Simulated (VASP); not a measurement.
# PbSe (Pm-3m) in VASP: notebook

The runs below take PbSe through single point, with PBE.

Everything below comes from runs of VASP 6.6.1. Logs are shortened: lines on timing, memory, paths and dates and some standing lists are left out, and cuts for length are marked.

## 1. The cell of the first run

The structure is cubic, space group Pm-3m (No. 221). The conventional cell has a = 3.784 Å, b = 3.784 Å, c = 3.784 Å, α = 90.00°, β = 90.00°, γ = 90.00°. Within 4.3 Å of Pb (site symmetry m-3m) lie 8 Se at 3.28 Å and 6 Pb at 3.78 Å. Se (site symmetry m-3m) has 8 Pb at 3.28 Å and 6 Se at 3.78 Å within 4.3 Å.

## 2. Single point, PBE

Contents of INCAR:

```
SYSTEM = PbSe
PREC     = Accurate       ! precision mode
ENCUT    = 500            ! plane-wave cutoff, eV
EDIFF    = 1E-6           ! SCF threshold, eV
ISMEAR   = 0              ! smearing method
SIGMA    = 0.012          ! smearing width, eV
LREAL    = .FALSE.        ! projectors in reciprocal space
LASPH    = .TRUE.         ! aspherical terms in the spheres
NELM     = 120            ! most SCF steps
ALGO     = Normal         ! electronic algorithm
ISIF     = 2              ! what is computed and relaxed
LWAVE    = .FALSE.        ! write WAVECAR
LCHARG   = .TRUE.         ! write CHGCAR
GGA      = PE             ! functional
LELF     = .TRUE.         ! ELF
LVHAR    = .TRUE.       
NBANDS   = 17             ! bands
GGA_COMPAT= .FALSE.
```

Contents of KPOINTS:

```
Automatic mesh
0
G
  7 7 7
  0 0 0
```

Contents of POSCAR:

```
PbSe
1.0
    3.7843220000      0.0000000000      0.0000000000
    0.0000000000      3.7843220000      0.0000000000
    0.0000000000      0.0000000000      3.7843220000
Pb Se
1 1
Direct
    0.0000000000      0.0000000000      0.0000000000
    0.5000000000      0.5000000000      0.5000000000
```

Potentials or basis: VASP PAW PBE potentials, release 64 (Pb_d, Se).

Command:

```sh
$ cat potpaw_PBE.64/Pb_d/POTCAR potpaw_PBE.64/Se/POTCAR > POTCAR
$ mpirun -np 1 vasp_std > vasp.out
```

OUTCAR:

```text
SYSTEM = PbSe
   PREC = Accurate
   ENCUT = 500
   EDIFF = 1E-6
   ISMEAR = 0
   LREAL = .FALSE.
   LASPH = .TRUE.
   NELM = 120
   ISIF = 2
   GGA = PE

 ion  position               nearest neighbor table
   1  0.000  0.000  0.000-   2 3.28   2 3.28   2 3.28   2 3.28   2 3.28   2 3.28   2 3.28   2 3.28

   2  0.500  0.500  0.500-   1 3.28   1 3.28   1 3.28   1 3.28   1 3.28   1 3.28   1 3.28   1 3.28

  LATTYP: Found a simple cubic cell.
 ALAT       =     3.7843220000

  Lattice vectors:

 A1 = (   3.7843220000,   0.0000000000,   0.0000000000)
 A2 = (   0.0000000000,   3.7843220000,   0.0000000000)
 A3 = (   0.0000000000,   0.0000000000,   3.7843220000)

Analysis of symmetry for initial positions (statically):
=====================================================================
 Subroutine PRICEL returns:
 Original cell was already a primitive cell.

 Routine SETGRP: Setting up the symmetry group for a
 simple cubic supercell.

 Subroutine GETGRP returns: Found 48 space group operations
 (whereof 48 operations were pure point group operations)
 out of a pool of 48 trial point group operations.

The static configuration has the point symmetry O_h .

Analysis of symmetry for dynamics (positions and initial velocities):
=====================================================================
 Subroutine PRICEL returns:
 Original cell was already a primitive cell.

 Routine SETGRP: Setting up the symmetry group for a
 simple cubic supercell.

 Subroutine GETGRP returns: Found 48 space group operations
 (whereof 48 operations were pure point group operations)
 out of a pool of 48 trial point group operations.

The dynamic configuration has the point symmetry O_h .

 Subroutine INISYM returns: Found 48 space group operations
 (whereof 48 operations are pure point group operations),
 and found     1 'primitive' translations

----------------------------------------------------------------------------------------

                                     Primitive cell

  volume of cell :      54.1956

  direct lattice vectors                    reciprocal lattice vectors
     3.784322000  0.000000000  0.000000000     0.264248127  0.000000000  0.000000000
     0.000000000  3.784322000  0.000000000     0.000000000  0.264248127  0.000000000
     0.000000000  0.000000000  3.784322000     0.000000000  0.000000000  0.264248127

  length of vectors
     3.784322000  3.784322000  3.784322000     0.264248127  0.264248127  0.264248127

[... 74 lines left out ...]
   NELM   =    120;   NELMIN=  2; NELMDL= -5     # of ELM steps
   EDIFF  = 0.1E-05   stopping-criterion for ELM
   LREAL  =      F    real-space projection
   EDIFFG = 0.1E-04   stopping-criterion for IOM
   NSW    =      0    number of steps for IOM
   IBRION =     -1    ionic relax: 0-MD 1-quasi-New 2-CG
   NFREE  =      0    steps in history (QN), initial steepest desc. (CG)
   ISIF   =      2    stress and relaxation
   ISYM   =      2    0-nonsym 1-usesym 2-fastsym
   POTIM  = 0.5000    time-step for ionic-motion
   TEBEG  =    0.0;   TEEND  =   0.0 temperature during run
   PSTRESS=    0.0 pullay stress
   NELECT =      20.0000    total number of electrons
   NUPDOWN=      -1.0000    fix difference up-down
   EMIN   =  10.00;   EMAX   =-10.00  energy-range for DOS
   EFERMI =   0.00;   METHOD = LEGACY
   ISMEAR =     0;   SIGMA  =   0.01  broadening in eV -4-tet -1-fermi 0-gaus
   EFERMI_NEDOS =   21; number of points for ismear=-14 and -15
   IALGO  =     38    algorithm
   IMIX   =      4    mixing-type and parameters
     AMIX     =   0.40;   BMIX     =  1.00
     AMIX_MAG =   1.60;   BMIX_MAG =  1.00
  volume/ion in A,a.u.               =      27.10       182.87
  Fermi-wavevector in a.u.,A,eV,Ry     =   1.174258  2.219025 18.760817  1.378881
  Thomas-Fermi vector in A             =   2.310658
   LORBIT       =      0    0 simple, 1 ext, 2 COOP (PROOUT), +10 PAW based schemes
   GGA     = PE    functional components
   LHFCALC =     F    Hartree Fock is set to
   AEXX    =    0.0000 exact exchange contribution
   IVDW    =     0    specifies the selected vdW correction
   LEPSILON=     F    determine dielectric tensor
   LRPA    =     F    only Hartree local field effects (RPA)
 non-spin polarized calculation
 Gauss-broadening in eV      SIGMA  =   0.01
  energy-cutoff  :      500.00
  volume of cell :       54.20
 maximum number of plane-waves:      1388
 NGX is ok and might be reduce to    28
   NGX = 13   NGY = 13   NGZ = 13

 number of electron      20.0000009 magnetization

 Free energy of the ion-electron system (eV)
  ---------------------------------------------------
  ext. energy  EPLUGINS =         0.00000000
  ---------------------------------------------------
  free energy    TOTEN  =        -7.71360136 eV

  energy without entropy =       -7.71337447  energy(sigma->0) =       -7.71348792

 E-fermi :   5.2735     XC(G=0):  -9.9566

 val. band max:        5.1966449368   @ k =   0.2857   0.1429   0.1429
 cond. band min:       5.2774066552   @ k =   0.4286   0.4286   0.0000
 fundamental gap:      0.0807617183
 Fermi energy:         5.2735475085

 k-point     1 :       0.0000    0.0000    0.0000
  band No.  band energies     occupation
      1     -11.5879      2.00000
      2     -11.5879      2.00000
      3     -11.4389      2.00000
      4     -11.4389      2.00000
      5     -11.4389      2.00000
      6      -7.8786      2.00000
[... 377 lines left out ...]
      4     -11.4072      2.00000
      5     -11.4072      2.00000
      6      -6.0109      2.00000
[... 9 lines left out ...]
     16      18.3439      0.00000
     17      22.0037      0.00000

------------------------ aborting loop because EDIFF is reached ----------------------------------------

  FORCE on cell =-STRESS in cart. coord.  units (eV):
  Direction    XX          YY          ZZ          XY          YZ          ZX
  --------------------------------------------------------------------------------------
  -------------------------------------------------------------------------------------
  Total       -0.0715412     -0.0715412     -0.0715412      0.0000000     -0.0000000      0.0000000
  in kB       -2.1149624     -2.1149624     -2.1149624      0.0000000     -0.0000000      0.0000000
  external PRESSURE =      -2.1149624 kB  Pullay stress =       0.0000000 kB

 VOLUME and BASIS-vectors are now :
 -----------------------------------------------------------------------------
  energy-cutoff  :      500.00
  volume of cell :       54.20
      direct lattice vectors                 reciprocal lattice vectors
     3.784322000  0.000000000  0.000000000     0.264248127  0.000000000  0.000000000
     0.000000000  3.784322000  0.000000000     0.000000000  0.264248127  0.000000000
     0.000000000  0.000000000  3.784322000     0.000000000  0.000000000  0.264248127

 POSITION                                       TOTAL-FORCE (eV/Angst)
 -----------------------------------------------------------------------------------
      0.00000      0.00000      0.00000         0.000000      0.000000      0.000000
      1.89216      1.89216      1.89216         0.000000      0.000000      0.000000
 -----------------------------------------------------------------------------------
    total drift:                               -0.000000      0.000000     -0.000000

  FREE ENERGIE OF THE ION-ELECTRON SYSTEM (eV)
  ---------------------------------------------------
  free  energy   TOTEN  =        -7.7136013621 eV

  energy  without entropy=       -7.7133744688  energy(sigma->0) =       -7.71348792
```

OSZICAR:

```text
N       E                     dE             d eps       ncg     rms          rms(c)
DAV:   1     0.156285861369E+03    0.15629E+03   -0.91465E+03   680   0.118E+03
DAV:   2     0.292528353951E+01   -0.15336E+03   -0.14847E+03   697   0.305E+02
DAV:   3    -0.792682222105E+01   -0.10852E+02   -0.10605E+02   898   0.871E+01
DAV:   4    -0.816153748959E+01   -0.23472E+00   -0.23446E+00   815   0.140E+01
DAV:   5    -0.816969657758E+01   -0.81591E-02   -0.81589E-02  1006   0.253E+00    0.289E+00
DAV:   6    -0.771661170240E+01    0.45308E+00   -0.10757E+00  1019   0.696E+00    0.150E+00
DAV:   7    -0.771510725633E+01    0.15044E-02   -0.94504E-02   749   0.149E+00    0.878E-01
DAV:   8    -0.771465317588E+01    0.45408E-03   -0.18401E-02   867   0.125E+00    0.197E-01
DAV:   9    -0.771355868186E+01    0.10945E-02   -0.57231E-03   962   0.573E-01    0.597E-02
DAV:  10    -0.771361763458E+01   -0.58953E-04   -0.27056E-04   780   0.923E-02    0.283E-02
DAV:  11    -0.771360104080E+01    0.16594E-04   -0.76707E-05   890   0.723E-02    0.255E-03
DAV:  12    -0.771360136215E+01   -0.32135E-06   -0.65097E-06   835   0.155E-02
   1 F= -.77136014E+01 E0= -.77134879E+01  d E =-.226893E-03
```

stdout:

```text
POSCAR found type information on POSCAR PbSe
 POSCAR found :  2 types and       2 ions
 scaLAPACK will be used
 LDA part: xc-table for (Slater+PW92), standard interpolation
 POSCAR, INCAR and KPOINTS ok, starting setup
 FFT: planning ... GRIDC
 FFT: planning ... GRID_SOFT
 FFT: planning ... GRID
 WAVECAR not read
 entering main loop
```

Run time: 28 s. Hardware: 1 thread of Intel Xeon 8259CL, shared host; peak memory 0.16 GiB.

Results:

* Free energy: -7.7136 eV
* Pressure: -0.2 GPa
* Band gap on the k mesh: zero (band 10 reaches 5.29 eV, above the bottom of band 11 at 5.19 eV)

Caveat: spin-orbit coupling is left out, which moves the levels of the heavy elements.

## 3. Single point, PBE

Contents of INCAR:

```
PREC = Accurate
ENCUT = 500
EDIFF = 1E-6
ISMEAR = 0
SIGMA = 0.013000000000000001
LREAL = False
LASPH = True
NELM = 120
ALGO = Normal
ISIF = 2
LWAVE = False
LCHARG = False
GGA = PE
NBANDS = 17
GGA_COMPAT = False
```

Contents of KPOINTS:

```
Automatic mesh
0
Gamma
  7 7 7
```

POSCAR is that of step 2.

Potentials or basis: VASP PAW PBE potentials, release 64 (Pb_d, Se).

Command:

```sh
$ cat potpaw_PBE.64/Pb_d/POTCAR potpaw_PBE.64/Se/POTCAR > POTCAR
$ mpirun -np 1 vasp_std > vasp.out
```

It took 30 s on 1 thread of Intel Xeon 8259CL, shared host; peak memory 0.16 GiB.

It converged, with:

```yaml
Free_energy: -7.7136 eV
Pressure: -0.2 GPa
Band_gap_on_the_k_mesh: zero (band 10 reaches 5.29 eV, above the bottom of band 11 at 5.19 eV)
```

Levels at points of the mesh, in eV from the Fermi level:
```csv
k point,band 7,band 8,band 9,band 10,band 11,band 12,band 13,band 14
"(0.00, 0.00, 0.00)",-7.00,-1.44,-1.44,-1.44,5.19,5.19,6.12,6.12
```

Caveat: spin-orbit coupling is left out, which moves the levels of the heavy elements.

## 4. Single point, PBE

Contents of INCAR:

```
SYSTEM = PbSe
PREC = Accurate
ENCUT = 500
EDIFF = 1E-6
ISMEAR = 0
SIGMA = 0.018000000000000002
LREAL = .FALSE.
LASPH = .TRUE.
NELM = 120
ALGO = Normal
ISIF = 2
LWAVE = .FALSE.
LCHARG = .FALSE.
GGA = PE
NBANDS = 17
GGA_COMPAT = .FALSE.
```

Contents of KPOINTS:

```
regular mesh
0
G
  7 7 7
  0 0 0
```

POSCAR is that of step 3.

Command:

```sh
$ cat potpaw_PBE.64/Pb_d/POTCAR potpaw_PBE.64/Se/POTCAR > POTCAR
$ mpirun -np 1 vasp_std > vasp.out
```

It took 29 s on 1 thread of Intel Xeon 8259CL, shared host; peak memory 0.16 GiB.

The run converged. Its results:

```yaml
Free_energy: -7.7137 eV
Pressure: -0.2 GPa
Band_gap_on_the_k_mesh: zero (band 10 reaches 5.29 eV, above the bottom of band 11 at 5.19 eV)
```

Levels at points of the mesh, in eV from the Fermi level:
```
           k point  band 7  band 8  band 9  band 10  band 11  band 12  band 13  band 14
(0.00, 0.00, 0.00)   -7.00   -1.43   -1.43    -1.43     5.19     5.19     6.13     6.13
```

Caveat: spin-orbit coupling is left out, which moves the levels of the heavy elements.

## 5. Summary

```csv
smearing,gap on the mesh (eV),pressure (GPa)
gaussian 0.012 eV,none,-0.2
gaussian 0.013 eV,none,-0.2
gaussian 0.018 eV,none,-0.2
```

Alike in all rows: task single point; level PBE; potentials or basis VASP PAW PBE potentials, release 64 (Pb_d, Se); no spin polarisation; cell as given; k mesh 7 × 7 × 7; cutoff (eV) 500.

Every run on the cell as given and a fine mesh finds a metal.

Caveats: spin-orbit coupling is left out, which moves the levels of the heavy elements.

Absolute energies hang on the potentials; compare differences alone.
